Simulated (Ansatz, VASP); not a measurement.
**MnO in VASP and in Ansatz**

```xyz
2
Lattice="0.0000 2.2239 2.2239 2.2239 0.0000 2.2239 2.2239 2.2239 0.0000" Properties=species:S:1:pos:R:3 pbc="T T T"
Mn    0.0000    0.0000    0.0000
O     2.2239    2.2239    2.2239
```

Alike in both runs: task relaxation of cell and atoms; functional PBEsol; k mesh 10 × 10 × 10; occupations fermi-dirac, width 0.05 eV; collinear spin.

```csv
,VASP,Ansatz
version,VASP 6.6.1,Ansatz 0.2.0
potentials or method,"VASP PAW PBE potentials, release 64 (Mn_pv, O), cutoff 600 eV","all-electron LAPW, scalar-relativistic"
```

Ansatz gave:

```
net moment per atom (μB)                                        : 2.22
size of the moment on the site where the two differ most (μB)   : 4.00
relaxed volume (Å³/atom)                                        : 10.13
relaxed length of the cell vector where the two differ most in proportion (Å) : 3.060
```

**Question.** Which values does VASP return?

**Answer.** net moment per atom (μB): 2.23; size of the moment on the site where the two differ most (μB): 4.08; relaxed volume (Å³/atom): 10.14; relaxed length of the cell vector where the two differ most in proportion (Å): 3.061.

VASP's potentials were made for PBE, not for PBEsol. Site moments also hang on the region over which each program counts them. Ansatz ran all-electron here, and VASP with PAW potentials.
